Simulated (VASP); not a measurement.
A run of VASP 6.6.1:

File INCAR:

```
SYSTEM = Ti3Al
PREC = Accurate
ENCUT = 520
EDIFF = 1E-6
ISMEAR = 0
SIGMA = 0.15
LREAL = .False.
LASPH = .True.
NELM = 100
ALGO = Fast
ISIF = 2
LWAVE = .False.
LCHARG = .True.
GGA = PE
LELF = .True.
LVHAR = .True.
NBANDS = 28
```

The input KPOINTS:

```
Automatic mesh
0
Gamma
  18 18 6
  0 0 0
```

File POSCAR:

```
Ti3Al
1.0
    2.8289538571      0.0000000000      0.0000000000
   -1.4144769285      2.4499459063      0.0000000000
    0.0000000000      0.0000000000     10.6931626843
Ti Al
3 1
Direct
    0.6666666667      0.3333333333      0.0000000000
    0.3333333333      0.6666666667      0.7504575700
    0.3333333333      0.6666666667      0.2495424300
    0.6666666667      0.3333333333      0.5000000000
```

Potentials or basis: VASP PAW PBE potentials, release 64 (Ti_sv, Al).

Command:

```bash
$ cat potpaw_PBE.64/Ti_sv/POTCAR potpaw_PBE.64/Al/POTCAR > POTCAR
$ mpirun -np 1 vasp_std > vasp.out
```

Hardware: 1 thread of Intel(R) Xeon(R) 6975P-C (Granite Rapids), on a shared host.

Task: How long does it take, and how much memory?

Result: It took 6.5 min on 1 thread of Intel(R) Xeon(R) 6975P-C (Granite Rapids) (shared host), peak memory 0.38 GiB. Counts: scf iterations 40, k points 148.
